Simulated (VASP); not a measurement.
# MoS2 (R3m) in VASP: a series of runs, part 2 of 2

VASP 6.6.1.

**3. Electric field gradients, PBE (zz strain of +3 %)**

File INCAR:

```
PREC = Accurate
ENCUT = 520
EDIFF = 1E-8
ISMEAR = -1
SIGMA = 0.05
LREAL = F
LASPH = T
NELM = 60
ALGO = Normal
ISIF = 2
LWAVE = F
LCHARG = F
GGA = PE
LEFG = T
NBANDS = 20
```

File KPOINTS:

```
Automatic mesh
0
Gamma
  13 13 13
```

File POSCAR:

```
MoS2
1.0
    1.5815003568      0.9130796567      6.3070299000
   -1.5815003568      0.9130796567      6.3070299000
    0.0000000000     -1.8261593134      6.3070299000
Mo S
1 2
Direct
    0.0000000000      0.0000000000      0.0000000000
    0.7484000000      0.7484000000      0.7484000000
    0.5849000000      0.5849000000      0.5849000000
```

Potentials or basis: VASP PAW PBE potentials, release 64 (Mo_sv, S).

Launch:

```console
$ cat potpaw_PBE.64/Mo_sv/POTCAR potpaw_PBE.64/S/POTCAR > POTCAR
$ mpirun -np 1 vasp_std > vasp.out
```

OUTCAR:

```text
PREC = Accurate
   ENCUT = 520
   EDIFF = 1E-8
   ISMEAR = -1
   LREAL = F
   LASPH = T
   NELM = 60
   ISIF = 2
   GGA = PE

 ion  position               nearest neighbor table
   1  0.000  0.000  0.000-   2 2.39   2 2.39   2 2.39   3 2.39   3 2.39   3 2.39
   2  0.748  0.748  0.748-   1 2.39   1 2.39   1 2.39
   3  0.585  0.585  0.585-   1 2.39   1 2.39   1 2.39

  LATTYP: Found a trigonal (rhomboedric) cell.
 ALAT       =     6.5660858963
 COS(alpha) =     0.8839739614

  Lattice vectors:

 A1 = (   1.5815003568,   0.9130796567,   6.3070299000)
 A2 = (  -1.5815003568,   0.9130796567,   6.3070299000)
 A3 = (   0.0000000000,  -1.8261593134,   6.3070299000)

Analysis of symmetry for initial positions (statically):
=====================================================================
 Subroutine PRICEL returns:
 Original cell was already a primitive cell.

 Routine SETGRP: Setting up the symmetry group for a
 trigonal (rhombohedral) supercell.

 Subroutine GETGRP returns: Found  6 space group operations
 (whereof  6 operations were pure point group operations)
 out of a pool of 12 trial point group operations.

The static configuration has the point symmetry C_3v.

Analysis of symmetry for dynamics (positions and initial velocities):
=====================================================================
 Subroutine PRICEL returns:
 Original cell was already a primitive cell.

 Routine SETGRP: Setting up the symmetry group for a
 trigonal (rhombohedral) supercell.

 Subroutine GETGRP returns: Found  6 space group operations
 (whereof  6 operations were pure point group operations)
 out of a pool of 12 trial point group operations.

The dynamic configuration has the point symmetry C_3v.

 Subroutine INISYM returns: Found  6 space group operations
 (whereof  6 operations are pure point group operations),
 and found     1 'primitive' translations

----------------------------------------------------------------------------------------

                                     Primitive cell

  volume of cell :      54.6455

  direct lattice vectors                    reciprocal lattice vectors
     1.581500357  0.913079657  6.307029900     0.316155477  0.182532450  0.052851079
    -1.581500357  0.913079657  6.307029900    -0.316155477  0.182532450  0.052851079
     0.000000000 -1.826159313  6.307029900     0.000000000 -0.365064900  0.052851079

  length of vectors
     6.566085896  6.566085896  6.566085896     0.368870733  0.368870733  0.368870733

  position of ions in fractional coordinates (direct lattice)
     0.000000000  0.000000000  0.000000000
     0.748400000  0.748400000  0.748400000
     0.584900000  0.584900000  0.584900000

  ion indices of the primitive-cell ions
   primitive index   ion index
                 1           1
                 2           2
                 3           3

----------------------------------------------------------------------------------------

 KPOINTS: Automatic mesh

Automatic generation of k-mesh.
[... 76 lines left out ...]
   PSTRESS=    0.0 pullay stress
   NELECT =      26.0000    total number of electrons
   NUPDOWN=      -1.0000    fix difference up-down
   EMIN   =  10.00;   EMAX   =-10.00  energy-range for DOS
   EFERMI =   0.00;   METHOD = LEGACY
   ISMEAR =    -1;   SIGMA  =   0.05  broadening in eV -4-tet -1-fermi 0-gaus
   EFERMI_NEDOS =   21; number of points for ismear=-14 and -15
   IALGO  =     38    algorithm
   IMIX   =      4    mixing-type and parameters
     AMIX     =   0.40;   BMIX     =  1.00
     AMIX_MAG =   1.60;   BMIX_MAG =  1.00
  volume/ion in A,a.u.               =      18.22       122.92
  Fermi-wavevector in a.u.,A,eV,Ry     =   1.278050  2.415165 22.223924  1.633412
  Thomas-Fermi vector in A             =   2.410615
   LORBIT       =      0    0 simple, 1 ext, 2 COOP (PROOUT), +10 PAW based schemes
   GGA     = PE    functional components
   LHFCALC =     F    Hartree Fock is set to
   AEXX    =    0.0000 exact exchange contribution
   IVDW    =     0    specifies the selected vdW correction
   LEPSILON=     F    determine dielectric tensor
   LRPA    =     F    only Hartree local field effects (RPA)
 non-spin polarized calculation
  energy-cutoff  :      520.00
  volume of cell :       54.65
 maximum number of plane-waves:      1489
 NGX is ok and might be reduce to    50
   NGX = 25   NGY = 25   NGZ = 25

 number of electron      26.0000002 magnetization

 Free energy of the ion-electron system (eV)
  ---------------------------------------------------
  ext. energy  EPLUGINS =         0.00000000
  ---------------------------------------------------
  free energy    TOTEN  =       -21.81505839 eV

  energy without entropy =      -21.81505809  energy(sigma->0) =      -21.81505824

 E-fermi :   7.6738     XC(G=0): -10.6433

 val. band max:        7.1927572307   @ k =   0.4615   0.4615   0.4615
 cond. band min:       8.3092232219   @ k =  -0.2308   0.1538   0.0000
 fundamental gap:      1.1164659912
 Fermi energy:         7.6737972958

 k-point     1 :       0.0000    0.0000    0.0000
  band No.  band energies     occupation
      1     -54.2604      2.00000
      2     -28.4213      2.00000
      3     -28.1964      2.00000
      4     -28.1964      2.00000
      5      -7.7321      2.00000
      6      -6.1175      2.00000
[... 541 lines left out ...]
     19      15.2670      0.00000
     20      15.8362      0.00000

 [... further k-points ...]

------------------------ aborting loop because EDIFF is reached ----------------------------------------

  FORCE on cell =-STRESS in cart. coord.  units (eV):
  Direction    XX          YY          ZZ          XY          YZ          ZX
  --------------------------------------------------------------------------------------
  -------------------------------------------------------------------------------------
  Total        1.1797559      1.1797559      1.6547557      0.0000000      0.0000000      0.0000000
  in kB       34.5898461     34.5898461     48.5166006      0.0000000      0.0000000      0.0000000
  external PRESSURE =      39.2320976 kB  Pullay stress =       0.0000000 kB

 VOLUME and BASIS-vectors are now :
 -----------------------------------------------------------------------------
  energy-cutoff  :      520.00
  volume of cell :       54.65
      direct lattice vectors                 reciprocal lattice vectors
     1.581500357  0.913079657  6.307029900     0.316155477  0.182532450  0.052851079
    -1.581500357  0.913079657  6.307029900    -0.316155477  0.182532450  0.052851079
     0.000000000 -1.826159313  6.307029900     0.000000000 -0.365064900  0.052851079

 POSITION                                       TOTAL-FORCE (eV/Angst)
 -----------------------------------------------------------------------------------
      0.00000      0.00000      0.00000         0.000000      0.000000     -0.002594
      0.00000      0.00000     14.16054         0.000000     -0.000000      0.359192
      0.00000      0.00000     11.06695         0.000000     -0.000000     -0.356598
 -----------------------------------------------------------------------------------
    total drift:                                0.000000      0.000000      0.000006

  FREE ENERGIE OF THE ION-ELECTRON SYSTEM (eV)
  ---------------------------------------------------
  free  energy   TOTEN  =       -21.8150583886 eV

  energy  without entropy=      -21.8150580912  energy(sigma->0) =      -21.81505824

 Electric field gradients (V/A^2)
---------------------------------------------------------------------
 ion       V_xx      V_yy      V_zz      V_xy      V_xz      V_yz
---------------------------------------------------------------------
   1      40.952    40.952   -81.903     0.000    -0.000    -0.000
   2      28.201    28.201   -56.402    -0.000     0.000    -0.000
   3      27.697    27.697   -55.393    -0.000    -0.000     0.000
---------------------------------------------------------------------

 Electric field gradients after diagonalization (V/A^2)
 (convention: |V_zz| > |V_xx| > |V_yy|)
----------------------------------------------------------------------
 ion       V_xx      V_yy      V_zz     asymmetry (V_yy - V_xx)/ V_zz
----------------------------------------------------------------------
   1      40.952    40.952   -81.903       0.000
   2      28.201    28.201   -56.402       0.000
   3      27.697    27.697   -55.393       0.000
----------------------------------------------------------------------

           NMR quadrupolar parameters

 Cq : quadrupolar parameter    Cq=e*Q*V_zz/h
 eta: asymmetry parameters     (V_yy - V_xx)/ V_zz
 Q  : nuclear electric quadrupole moment in mb (millibarn)
----------------------------------------------------------------------
 ion       Cq(MHz)       eta       Q (mb)
----------------------------------------------------------------------
   1      -0.198       0.000       1.000
   2      -0.136       0.000       1.000
   3      -0.134       0.000       1.000
----------------------------------------------------------------------
```

stdout:

```text
POSCAR found type information on POSCAR MoS
 POSCAR found :  2 types and       3 ions
 scaLAPACK will be used
 LDA part: xc-table for (Slater+PW92), standard interpolation
 POSCAR, INCAR and KPOINTS ok, starting setup
 FFT: planning ... GRIDC
 FFT: planning ... GRID_SOFT
 FFT: planning ... GRID
 WAVECAR not read
 entering main loop
ion   1

ion   2

ion   3
```

It took 26 min on 1 thread of Oxide Virtual Turin-like, shared host; peak memory 0.46 GiB.

Results:

* Free energy: -21.8151 eV
* Pressure: 3.9 GPa
* Largest force: 0.359 eV/Å
* Band gap on the k mesh: 1.12 eV (least direct gap 1.87 eV)
* Largest electric field gradient by atom: Mo -81.9; S -56.4, -55.4 V/Å²

Forces in eV/Å, atoms in the order of the input:
```
Mo   0.000  0.000 -0.003
S    0.000  0.000  0.359
S    0.000  0.000 -0.357
```

Electric field gradients, principal values (V/Å²):
| atom | least | middle | greatest (by size) |
| --- | --- | --- | --- |
| 1 Mo | 40.952 | 40.952 | -81.903 |
| 2 S | 28.201 | 28.201 | -56.402 |
| 3 S | 27.697 | 27.697 | -55.393 |

Caveat: the cell differs from its parent crystal (zz strain of +3 %); the cell stands under pressure; without QUAD_EFG the Cq values of the log hold for a quadrupole moment of 1 mb, not for the nuclei. A k mesh can miss the band edges.

**4. Electric field gradients, PBE (zz strain of +3 %)**

File INCAR:

```
SYSTEM = MoS2
PREC     = Accurate       ! precision mode
ENCUT    = 520            ! plane-wave cutoff, eV
EDIFF    = 1E-8           ! SCF threshold, eV
ISMEAR   = -1             ! smearing method
SIGMA    = 0.05           ! smearing width, eV
LREAL    = .FALSE.        ! projectors in reciprocal space
LASPH    = .TRUE.         ! aspherical terms in the spheres
NELM     = 60             ! most SCF steps
ALGO     = Normal         ! electronic algorithm
ISIF     = 2              ! what is computed and relaxed
LWAVE    = .FALSE.        ! write WAVECAR
LCHARG   = .FALSE.        ! write CHGCAR
GGA      = PE             ! functional
LEFG     = .TRUE.       
NBANDS   = 20             ! bands
```

File KPOINTS:

```
regular mesh
0
G
  13 13 13
  0 0 0
```

POSCAR is that of step 3.

Potentials or basis: VASP PAW PBE potentials, release 64 (Mo_sv, S).

Launch:

```console
$ cat potpaw_PBE.64/Mo_sv/POTCAR potpaw_PBE.64/S/POTCAR > POTCAR
$ mpirun -np 1 vasp_std > vasp.out
```

OUTCAR:

```text
SYSTEM = MoS2
   PREC = Accurate
   ENCUT = 520
   EDIFF = 1E-8
   ISMEAR = -1
   LREAL = .FALSE.
   LASPH = .TRUE.
   NELM = 60
   ISIF = 2
   GGA = PE

 ion  position               nearest neighbor table
   1  0.000  0.000  0.000-   2 2.39   2 2.39   2 2.39   3 2.39   3 2.39   3 2.39
   2  0.748  0.748  0.748-   1 2.39   1 2.39   1 2.39
   3  0.585  0.585  0.585-   1 2.39   1 2.39   1 2.39

  LATTYP: Found a trigonal (rhomboedric) cell.
 ALAT       =     6.5660858963
 COS(alpha) =     0.8839739614

  Lattice vectors:

 A1 = (   1.5815003568,   0.9130796567,   6.3070299000)
[... 772 lines left out ...]

 Electric field gradients (V/A^2)
---------------------------------------------------------------------
 ion       V_xx      V_yy      V_zz      V_xy      V_xz      V_yz
---------------------------------------------------------------------
   1      40.952    40.952   -81.903     0.000    -0.000    -0.000
   2      28.201    28.201   -56.402    -0.000     0.000    -0.000
   3      27.697    27.697   -55.393    -0.000    -0.000     0.000
---------------------------------------------------------------------

 Electric field gradients after diagonalization (V/A^2)
 (convention: |V_zz| > |V_xx| > |V_yy|)
----------------------------------------------------------------------
 ion       V_xx      V_yy      V_zz     asymmetry (V_yy - V_xx)/ V_zz
----------------------------------------------------------------------
   1      40.952    40.952   -81.903       0.000
   2      28.201    28.201   -56.402       0.000
   3      27.697    27.697   -55.393       0.000
----------------------------------------------------------------------

           NMR quadrupolar parameters

 Cq : quadrupolar parameter    Cq=e*Q*V_zz/h
 eta: asymmetry parameters     (V_yy - V_xx)/ V_zz
 Q  : nuclear electric quadrupole moment in mb (millibarn)
----------------------------------------------------------------------
 ion       Cq(MHz)       eta       Q (mb)
----------------------------------------------------------------------
   1      -0.198       0.000       1.000
   2      -0.136       0.000       1.000
   3      -0.134       0.000       1.000
----------------------------------------------------------------------
```

stdout:

```text
POSCAR found type information on POSCAR MoS
 POSCAR found :  2 types and       3 ions
 scaLAPACK will be used
 LDA part: xc-table for (Slater+PW92), standard interpolation
 POSCAR, INCAR and KPOINTS ok, starting setup
 FFT: planning ... GRIDC
 FFT: planning ... GRID_SOFT
 FFT: planning ... GRID
 WAVECAR not read
 entering main loop
ion   1

ion   2

ion   3
```

Wall time 35 min (1 thread of Oxide Virtual Turin-like, shared host); peak memory 0.45 GiB.

What came out:

```
Free energy                             : -21.8151 eV
Pressure                                : 3.9 GPa
Largest force                           : 0.359 eV/Å
Band gap on the k mesh                  : 1.12 eV (least direct gap 1.87 eV)
Largest electric field gradient by atom : Mo -81.9; S -56.4, -55.4 V/Å²
```

Forces on the atoms (eV/Å):
```
Mo   0.000  0.000 -0.003
S    0.000  0.000  0.359
S    0.000  0.000 -0.357
```

Levels at points of the mesh, in eV from the valence-band top:
```
           k point  band 11  band 12  band 13  band 14  band 15  band 16
(0.00, 0.00, 0.00)    -2.18    -1.35    -1.04     2.16     2.16     2.53
```

Electric field gradients, principal values (V/Å²):
| atom | least | middle | greatest (by size) |
| --- | --- | --- | --- |
| 1 Mo | 40.952 | 40.952 | -81.903 |
| 2 S | 28.201 | 28.201 | -56.402 |
| 3 S | 27.697 | 27.697 | -55.393 |

Caveat: the cell differs from its parent crystal (zz strain of +3 %); the cell stands under pressure; without QUAD_EFG the Cq values of the log hold for a quadrupole moment of 1 mb, not for the nuclei.
